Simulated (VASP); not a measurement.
H17ClO8: single point with r2SCAN

H17ClO8:

```
O H Cl
1.0
     6.39801    0.00000    0.00000
     0.00000    6.39801    0.00000
     0.00000    0.00000    6.39801
O H Cl
8 17 1
Cartesian
  6.0202 1.7468 2.5391
  2.3273 2.2547 0.6887
  2.3536 4.8335 0.3695
  0.4847 6.6997 6.3002
  4.0298 0.0649 5.2128
  0.7583 3.5236 3.9496
  1.1273 5.5629 2.6120
  3.6708 2.0706 3.1769
  5.0483 1.7899 2.7734
  6.0436 1.9195 1.6157
  3.2351 2.1174 0.3353
  1.8291 1.4384 0.3764
  3.1508 5.1718 -0.0618
  2.3630 3.8680 0.2560
  0.3184 6.6740 5.3017
  1.0834 5.9179 6.3210
  4.5894 0.6850 5.6324
  3.5881 0.5244 4.4860
  0.7781 4.4546 3.3949
  0.3678 2.8157 3.2688
  0.3581 6.0589 2.2443
  1.6928 5.3038 1.8184
  3.5293 2.8359 3.8055
  3.0789 2.2067 2.4564
  6.5029 3.4696 4.7084
  5.2003 3.0654 5.9789
```

| Item | Value |
| --- | --- |
| Program | VASP 6.6.1 |
| Task | single point |
| Functional | r2SCAN |
| Potentials or basis | VASP PAW PBE potentials, release 64 (O, H, Cl) |
| Cutoff | 520 eV |
| k mesh | 1 × 1 × 1 |
| Occupations | fermi-dirac, width 0.02 eV |
| Spin | no spin polarisation |

```
Pressure               : 0.6 GPa
Largest force          : 2.704 eV/Å
Band gap on the k mesh : 4.85 eV
```

Forces on the atoms (eV/Å):
```
O    0.662 -0.577  1.229
O    0.353 -1.506 -0.221
O   -0.125  0.376  0.062
O    0.277 -0.425 -2.334
O   -1.335 -1.633 -0.655
O    0.191 -0.029 -1.381
O   -0.383  0.127 -0.620
O   -0.147  1.001  2.507
H    0.182  0.271  0.210
H    0.179  0.351 -1.873
H   -0.251  0.237  0.100
H   -0.094  1.045  0.206
H    0.317  0.425 -0.279
H   -0.341 -0.369  0.190
H   -0.083  0.623  1.796
H    0.099 -0.259  0.572
H    1.159  1.399  0.662
H    0.140  0.222 -0.023
H    0.308 -0.276  0.341
H   -0.019 -0.044  0.416
H    0.643 -0.101  0.371
H   -0.304  0.021  0.391
H    0.420 -1.142 -0.734
H   -1.276  0.138 -1.566
H   -0.277  0.135  0.438
Cl  -0.294 -0.011  0.195
```

Stress tensor (GPa, compression positive):
```
 1.52 -0.27  0.03
-0.27  0.54 -1.11
 0.03 -1.11 -0.42
```

Levels at points of the mesh, in eV from the valence-band top:
```
           k point  band 34  band 35  band 36  band 37  band 38  band 39
(0.00, 0.00, 0.00)    -0.42    -0.18     0.00     4.85     7.66     8.24
```

Run time: 70 s on 1 thread of Intel(R) Xeon(R) 6975P-C (Granite Rapids), on a shared host, peak memory 0.33 GiB.

Caveat: the k points lie up to 0.98 Å⁻¹ apart; the PAW data sets were made with another functional, which shifts forces and pressure a little.
